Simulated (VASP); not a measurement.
# NaF (I4/mmm) in VASP: notebook

The runs below take NaF through single point, with r2SCAN.

All numbers are computed with VASP 6.6.1; they aren't measurements. Logs are shortened: lines on timing, memory, paths and dates and some standing lists are left out, and cuts for length are marked.

### 1 The cell of the first run

It takes space group I4/mmm (No. 139, tetragonal). The conventional cell has a = 3.286 Å, b = 3.286 Å, c = 4.577 Å, α = 90.00°, β = 90.00°, γ = 90.00°. Na (site symmetry 4/mmm) has 6 F at 2.29 to 2.32 Å within 3.0 Å. F (site symmetry 4/mmm) has 6 Na at 2.29 to 2.32 Å within 3.0 Å.

### 2 Single point, r2SCAN (strain +0.000 along x and y, -0.015 along z)

POSCAR

```
NaF
1.0
    0.0000000000      2.3233000000      2.2884505000
    2.3233000000      0.0000000000      2.2884505000
    2.3233000000      2.3233000000      0.0000000000
Na F
1 1
Direct
    0.0000000000      0.0000000000      0.0000000000
    0.5000000000      0.5000000000      0.5000000000
```

INCAR.step1

```
ALGO     = Normal         # electronic algorithm
EDIFF    = 1E-4           # SCF threshold, eV
ENCUT    = 520            # plane-wave cutoff, eV
GGA      = PE             # functional
ISMEAR   = 0              # smearing method
LASPH    = True           # aspherical terms in the spheres
LCHARG   = False          # write CHGCAR
LREAL    = False          # projectors in reciprocal space
LWAVE    = True           # write WAVECAR
NBANDS   = 14             # bands
NELM     = 80             # most SCF steps
PREC     = Accurate       # precision mode
SIGMA    = 0.05           # smearing width, eV
```

INCAR.step2

```
ALGO     = Normal         # electronic algorithm
EDIFF    = 1E-6           # SCF threshold, eV
ENCUT    = 520            # plane-wave cutoff, eV
ISIF     = 2              # what is computed and relaxed
ISMEAR   = 0              # smearing method
ISTART   = 1            
LASPH    = True           # aspherical terms in the spheres
LCHARG   = True           # write CHGCAR
LELF     = True           # ELF
LMIXTAU  = True         
LREAL    = False          # projectors in reciprocal space
LVHAR    = True         
LWAVE    = False          # write WAVECAR
METAGGA  = R2SCAN         # meta-GGA
NBANDS   = 14             # bands
NELM     = 80             # most SCF steps
PREC     = Accurate       # precision mode
SIGMA    = 0.05           # smearing width, eV
```

KPOINTS

```
k-points
0
Gamma
  8 8 8
```

Potentials or basis: VASP PAW PBE potentials, release 64 (Na_pv, F).

Started as:

```console
> cat potpaw_PBE.64/Na_pv/POTCAR potpaw_PBE.64/F/POTCAR > POTCAR
> cp INCAR.step1 INCAR
> mpirun -np 1 vasp_std > vasp.out
> cp INCAR.step2 INCAR
> mpirun -np 1 vasp_std > vasp.out
```

OUTCAR:

```text
EDIFF = 1E-6
   ENCUT = 520
   ISIF = 2
   ISMEAR = 0
   ISTART = 1
   LASPH = True
   LREAL = False
   METAGGA = R2SCAN
   NELM = 80
   PREC = Accurate

 ion  position               nearest neighbor table
   1  0.000  0.000  0.000-   2 2.29   2 2.29   2 2.32   2 2.32   2 2.32   2 2.32
   2  0.500  0.500  0.500-   1 2.29   1 2.29   1 2.32   1 2.32   1 2.32   1 2.32

  LATTYP: Found a body centered tetragonal cell.
 ALAT       =     3.2856423695
 C/A-ratio  =     1.3930003589

  Lattice vectors:

 A1 = (   0.0000000000,  -2.3233000000,  -2.2884505000)
 A2 = (   0.0000000000,   2.3233000000,  -2.2884505000)
 A3 = (   2.3233000000,   0.0000000000,   2.2884505000)

Analysis of symmetry for initial positions (statically):
=====================================================================
 Subroutine PRICEL returns:
 Original cell was already a primitive cell.

 Routine SETGRP: Setting up the symmetry group for a
 body centered tetragonal supercell.

 Subroutine GETGRP returns: Found 16 space group operations
 (whereof 16 operations were pure point group operations)
 out of a pool of 16 trial point group operations.

The static configuration has the point symmetry D_4h.

Analysis of symmetry for dynamics (positions and initial velocities):
=====================================================================
 Subroutine PRICEL returns:
 Original cell was already a primitive cell.

 Routine SETGRP: Setting up the symmetry group for a
 body centered tetragonal supercell.

 Subroutine GETGRP returns: Found 16 space group operations
 (whereof 16 operations were pure point group operations)
 out of a pool of 16 trial point group operations.

The dynamic configuration has the point symmetry D_4h.

 Subroutine INISYM returns: Found 16 space group operations
 (whereof 16 operations are pure point group operations),
 and found     1 'primitive' translations

----------------------------------------------------------------------------------------

                                     Primitive cell

  volume of cell :      24.7048

  direct lattice vectors                    reciprocal lattice vectors
     0.000000000  2.323300000  2.288450500    -0.215211122  0.215211122  0.218488449
     2.323300000  0.000000000  2.288450500     0.215211122 -0.215211122  0.218488449
     2.323300000  2.323300000  0.000000000     0.215211122  0.215211122 -0.218488449

  length of vectors
     3.261093157  3.261093157  3.285642369     0.374658320  0.374658320  0.374658320
[... 85 lines left out ...]
   IBRION =     -1    ionic relax: 0-MD 1-quasi-New 2-CG
   NFREE  =      0    steps in history (QN), initial steepest desc. (CG)
   ISIF   =      2    stress and relaxation
   ISYM   =      2    0-nonsym 1-usesym 2-fastsym
   POTIM  = 0.5000    time-step for ionic-motion
   TEBEG  =    0.0;   TEEND  =   0.0 temperature during run
   PSTRESS=    0.0 pullay stress
   NELECT =      14.0000    total number of electrons
   NUPDOWN=      -1.0000    fix difference up-down
   EMIN   =  10.00;   EMAX   =-10.00  energy-range for DOS
   EFERMI =   0.00;   METHOD = LEGACY
   ISMEAR =     0;   SIGMA  =   0.05  broadening in eV -4-tet -1-fermi 0-gaus
   EFERMI_NEDOS =   21; number of points for ismear=-14 and -15
   IALGO  =     38    algorithm
   IMIX   =      4    mixing-type and parameters
     AMIX     =   0.40;   BMIX     =  1.00
     AMIX_MAG =   1.60;   BMIX_MAG =  1.00
  volume/ion in A,a.u.               =      12.35        83.36
  Fermi-wavevector in a.u.,A,eV,Ry     =   1.354743  2.560092 24.971149  1.835328
  Thomas-Fermi vector in A             =   2.481889
   LORBIT       =      0    0 simple, 1 ext, 2 COOP (PROOUT), +10 PAW based schemes
   METAGGA = R2SCAN    functional components
   LHFCALC =     F    Hartree Fock is set to
   AEXX    =    0.0000 exact exchange contribution
   IVDW    =     0    specifies the selected vdW correction
   LEPSILON=     F    determine dielectric tensor
   LRPA    =     F    only Hartree local field effects (RPA)
 non-spin polarized calculation
 Gauss-broadening in eV      SIGMA  =   0.05
  energy-cutoff  :      520.00
  volume of cell :       24.70
 maximum number of plane-waves:       676
   NGX = 13   NGY = 13   NGZ = 13

 number of electron      13.9999984 magnetization

 Free energy of the ion-electron system (eV)
  ---------------------------------------------------
  ext. energy  EPLUGINS =         0.00000000
  ---------------------------------------------------
  free energy    TOTEN  =       -12.59888511 eV

  energy without entropy =      -12.59888511  energy(sigma->0) =      -12.59888511

 E-fermi :  -2.4772     XC(G=0):  -9.8102

 val. band max:       -2.6949389803   @ k =   0.0000   0.0000   0.0000
 cond. band min:       4.5157234711   @ k =   0.0000   0.0000   0.0000
 fundamental gap:      7.2106624514
 Fermi energy:        -2.4772176761

 k-point     1 :       0.0000    0.0000    0.0000
  band No.  band energies     occupation
      1     -23.0029      2.00000
      2     -22.1749      2.00000
      3     -22.1745      2.00000
      4     -22.1712      2.00000
      5      -2.6959      2.00000
      6      -2.6958      2.00000
      7      -2.6949      2.00000
      8       4.5157      0.00000
      9      17.1076      0.00000
     10      17.1076      0.00000
     11      17.2096      0.00000
     12      19.8064      0.00000
     13      22.2052      0.00000
     14      22.6579      0.00000
[... 377 lines left out ...]
      1     -23.2672      2.00000
      2     -22.1930      2.00000
      3     -22.1890      2.00000
      4     -21.8001      2.00000
      5      -3.8946      2.00000
      6      -2.9847      2.00000
      7      -2.9327      2.00000
      8       7.7868      0.00000
      9      12.1607      0.00000
     10      17.6503      0.00000
     11      18.3077      0.00000
     12      19.4172      0.00000
     13      22.5958      0.00000
     14      24.4275      0.00000

 [... further k-points ...]
[... 5 lines left out ...]
  --------------------------------------------------------------------------------------
  -------------------------------------------------------------------------------------
  Total       -0.3062746     -0.3062746     -0.1299913      0.0000000     -0.0000000      0.0000000
  in kB      -19.8627517    -19.8627517     -8.4302934      0.0000000     -0.0000000      0.0000000
  external PRESSURE =     -16.0519323 kB  Pullay stress =       0.0000000 kB

 VOLUME and BASIS-vectors are now :
 -----------------------------------------------------------------------------
  energy-cutoff  :      520.00
  volume of cell :       24.70
      direct lattice vectors                 reciprocal lattice vectors
     0.000000000  2.323300000  2.288450500    -0.215211122  0.215211122  0.218488449
     2.323300000  0.000000000  2.288450500     0.215211122 -0.215211122  0.218488449
     2.323300000  2.323300000  0.000000000     0.215211122  0.215211122 -0.218488449

 POSITION                                       TOTAL-FORCE (eV/Angst)
 -----------------------------------------------------------------------------------
      0.00000      0.00000      0.00000         0.000000     -0.000000      0.000000
      2.32330      2.32330      2.28845         0.000000      0.000000      0.000000
 -----------------------------------------------------------------------------------
    total drift:                                0.000000     -0.000000      0.000000

  FREE ENERGIE OF THE ION-ELECTRON SYSTEM (eV)
  ---------------------------------------------------
  free  energy   TOTEN  =       -12.5988851084 eV

  energy  without entropy=      -12.5988851084  energy(sigma->0) =      -12.59888511
```

OUTCAR.step1:

```text
EDIFF = 1E-4
   ENCUT = 520
   GGA = PE
   ISMEAR = 0
   LASPH = True
[... 629 lines left out ...]
 -----------------------------------------------------------------------------------
      0.00000      0.00000      0.00000         0.000000      0.000000      0.000000
      2.32330      2.32330      2.28845        -0.000000     -0.000000     -0.000000
 -----------------------------------------------------------------------------------
    total drift:                                0.000000     -0.000000      0.000000

  FREE ENERGIE OF THE ION-ELECTRON SYSTEM (eV)
  ---------------------------------------------------
  free  energy   TOTEN  =        -8.5577270342 eV

  energy  without entropy=       -8.5577270342  energy(sigma->0) =       -8.55772703
```

Run time: 20 s. Hardware: 1 thread of Intel Xeon 6975P-C (Granite Rapids), shared host; peak memory 0.14 GiB.

Results:

| Item | Value |
| --- | --- |
| Free energy | -12.5989 eV |
| Pressure | -1.6 GPa |
| Band gap on the k mesh | 7.21 eV, direct |

Levels at points of the mesh, in eV from the valence-band top:
```csv
k point,band 4,band 5,band 6,band 7,band 8,band 9,band 10,band 11
"(0.00, 0.00, 0.00)",-19.48,0.00,0.00,0.00,7.21,19.80,19.80,19.90
"(0.50, 0.00, 0.00)",-18.96,-1.57,-0.27,-0.26,11.67,13.47,21.35,21.64
"(0.50, 0.50, 0.00)",-19.53,-1.25,-0.42,-0.42,13.84,14.26,14.95,21.08
"(0.50, 0.00, 0.50)",-19.53,-1.28,-0.41,-0.39,13.99,14.05,14.90,21.18
```

Caveat: the cell differs from its parent crystal (strain +0.000 along x and y, -0.015 along z); the PAW data sets were made with another functional, which shifts forces and pressure a little.

### 3 Single point, r2SCAN (strain -0.015 along x and y, +0.015 along z)

POSCAR

```
NaF
1.0
    0.0000000000      2.2884505000      2.3581495000
    2.2884505000      0.0000000000      2.3581495000
    2.2884505000      2.2884505000      0.0000000000
Na F
1 1
Direct
    0.0000000000      0.0000000000      0.0000000000
    0.5000000000      0.5000000000      0.5000000000
```

INCAR.step1

```
SYSTEM = NaF
PREC = Accurate ; ENCUT = 520
ISMEAR = 0 ; SIGMA = 0.05
LREAL = .FALSE. ; LASPH = .TRUE.
NELM = 100 ; NBANDS = 14
GGA = PE ; ALGO = Normal
EDIFF = 1E-4 ; LWAVE = .TRUE.
LCHARG = .FALSE.
```

INCAR.step2

```
SYSTEM = NaF
PREC = Accurate ; ENCUT = 520
EDIFF = 1E-6 ; ISMEAR = 0
SIGMA = 0.05 ; LREAL = .FALSE.
LASPH = .TRUE. ; NELM = 100
ALGO = Normal ; ISIF = 2
LWAVE = .FALSE. ; LCHARG = .TRUE.
METAGGA = R2SCAN ; LMIXTAU = .TRUE.
LELF = .TRUE. ; LVHAR = .TRUE.
NBANDS = 14 ; ISTART = 1
```

KPOINTS

```
Automatic mesh
0
G
  8 8 8
  0 0 0
```

Potentials or basis: VASP PAW PBE potentials, release 64 (Na_pv, F).

Started as:

```console
> cat potpaw_PBE.64/Na_pv/POTCAR potpaw_PBE.64/F/POTCAR > POTCAR
> cp INCAR.step1 INCAR
> mpirun -np 1 vasp_std > vasp.out
> cp INCAR.step2 INCAR
> mpirun -np 1 vasp_std > vasp.out
```

Wall time 18 s (1 thread of Intel Xeon 6975P-C (Granite Rapids), shared host); peak memory 0.14 GiB.

Results (log left out):

```
Free energy            : -12.5965 eV
Pressure               : -1.5 GPa
Band gap on the k mesh : 7.21 eV, direct
```

Stress tensor (GPa, compression positive):
```
-0.74  0.00  0.00
 0.00 -0.74  0.00
 0.00  0.00 -2.96
```

Levels at points of the mesh, in eV from the valence-band top:
```csv
k point,band 3,band 4,band 5,band 6,band 7,band 8,band 9,band 10,band 11,band 12
"(0.00, 0.00, 0.00)",-19.47,-19.47,0.00,0.00,0.00,7.21,19.71,19.91,19.91,22.51
"(0.50, 0.00, 0.00)",-19.48,-18.95,-1.57,-0.28,-0.26,11.67,13.47,21.22,21.79,23.77
"(0.50, 0.50, 0.00)",-19.52,-19.52,-1.31,-0.37,-0.37,13.85,14.15,14.86,21.44,21.44
"(0.50, 0.00, 0.50)",-19.53,-19.53,-1.26,-0.44,-0.40,13.85,14.26,14.95,20.93,21.26
```

Caveat: the cell differs from its parent crystal (strain -0.015 along x and y, +0.015 along z); the PAW data sets were made with another functional, which shifts forces and pressure a little.
